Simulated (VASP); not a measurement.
A run of VASP 6.6.1 is set up as follows.

POSCAR

```
Al
1.0
    1.9963396846      1.9963396846      0.0000000000
   -1.9963396846      1.9963396846      0.0000000000
    0.0000000000      0.0000000000      3.8130087976
Al
2
Direct
    0.0000000000      0.0000000000      0.0000000000
    0.5000000000      0.5000000000      0.5000000000
```

The input INCAR.step1:

```
PREC = Accurate
ENCUT = 520
ISMEAR = 0
SIGMA = 0.1
LREAL = False
LASPH = True
NELM = 80
NBANDS = 10
GGA = PE
ALGO = Normal
EDIFF = 1E-4
LWAVE = True
LCHARG = False
```

File INCAR.step2:

```
PREC = Accurate
ENCUT = 520
EDIFF = 1E-7
ISMEAR = 0
SIGMA = 0.1
LREAL = False
LASPH = True
NELM = 80
ALGO = Normal
ISIF = 2
LWAVE = False
LCHARG = False
METAGGA = R2SCAN
LMIXTAU = True
NBANDS = 10
ISTART = 1
```

Contents of KPOINTS:

```
regular mesh
0
Gamma
  18 18 14
```

Potentials or basis: VASP PAW PBE potentials, release 64 (Al).

Launch:

```sh
$ cat potpaw_PBE.64/Al/POTCAR > POTCAR
$ cp INCAR.step1 INCAR
$ mpirun -np 1 vasp_std > vasp.out
$ cp INCAR.step2 INCAR
$ mpirun -np 1 vasp_std > vasp.out
```

**Question.** Estimate the band gap on the k mesh.

**Answer.** Zero (bands 3 and 4 overlap by 12.39 eV).

**Question.** Estimate the pressure.

**Answer.** 4.6 GPa.

Stress tensor (GPa, compression positive):
```
3.62 0.00 0.00
0.00 3.62 0.00
0.00 0.00 6.56
```

Caveat: the cell differs from its parent crystal (strain along c alone, the other axes held: -4.5 %); the cell stands under pressure; the PAW data sets were made with another functional, which shifts forces and pressure a little.
